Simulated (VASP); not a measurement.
Crystal: Ge.

```xyz
2
Lattice="2.9849 0.0000 0.0000 -1.4924 2.5850 0.0000 0.0000 0.0000 4.7470" Properties=species:S:1:pos:R:3 pbc="T T T"
Ge    0.0000    1.7233    1.1868
Ge    1.4924    0.8617    3.5603
```

This isn't the form of Ge at room conditions, which is diamond.

```yaml
Program: VASP 6.6.1
Task: relaxation of cell and atoms
Functional: PBEsol
Potentials_or_basis: VASP PAW PBE potentials, release 64 (Ge_d)
Cutoff: 600 eV
k_mesh: 18 × 18 × 10
Occupations: gaussian, width 0.1 eV
Spin: no spin polarisation
```

At the start: pressure 1.0 GPa; volume 18.31 Å³/atom.

Where does the relaxation end?

Over 26 steps the energy falls by 3.6 meV/atom and the volume is 18.42 Å³/atom (+0.6 %); space group P6_3/mmc (No. 194, to 0.1 Å) before and after.

Step by step:
```
step  energy change (eV)  largest force (eV/Å)  pressure (GPa)  volume (Å³)
   1              0.0000                0.0000            0.98        36.63
   2              0.0014                0.0000           -1.03        37.22
   3              0.0000                0.0000           -0.10        36.79
   4              0.0000                0.0000           -0.10        36.78
   5             -0.0001                0.0000            0.02        36.70
   6             -0.0001                0.0000           -0.15        36.72
   7             -0.0001                0.0000            0.01        36.71
   8             -0.0001                0.0000            0.01        36.71
   9             -0.0001                0.0000           -0.11        36.72
  10             -0.0001                0.0000           -0.13        36.66
  11              0.0001                0.0000            0.58        36.49
  12              0.0000                0.0000            0.11        36.61
  13             -0.0001                0.0000            0.17        36.60
  14             -0.0002                0.0000            0.32        36.58
  15             -0.0002                0.0000            0.57        36.54
  16             -0.0003                0.0000            0.41        36.54
  17             -0.0003                0.0000            0.39        36.54
  18             -0.0003                0.0000            0.34        36.55
  19             -0.0005                0.0000            0.37        36.57
  20             -0.0009                0.0000            0.33        36.60
  21             -0.0021                0.0000            0.11        36.67
  22             -0.0064                0.0000           -0.01        36.79
  23              0.0075                0.0000            0.00        36.98
  24             -0.0071                0.0000            0.03        36.82
  25             -0.0071                0.0000           -0.07        36.85
  26             -0.0072                0.0000           -0.06        36.84
```

Final structure:
```xyz
2
Lattice="2.9154 0.0000 0.0000 -1.4577 2.5248 0.0000 0.0000 0.0000 5.0049" Properties=species:S:1:pos:R:3 pbc="T T T"
Ge    0.0000    1.6832    1.2512
Ge    1.4577    0.8416    3.7537
```

Caveat: the PAW data sets were made with another functional, which shifts forces and pressure a little.
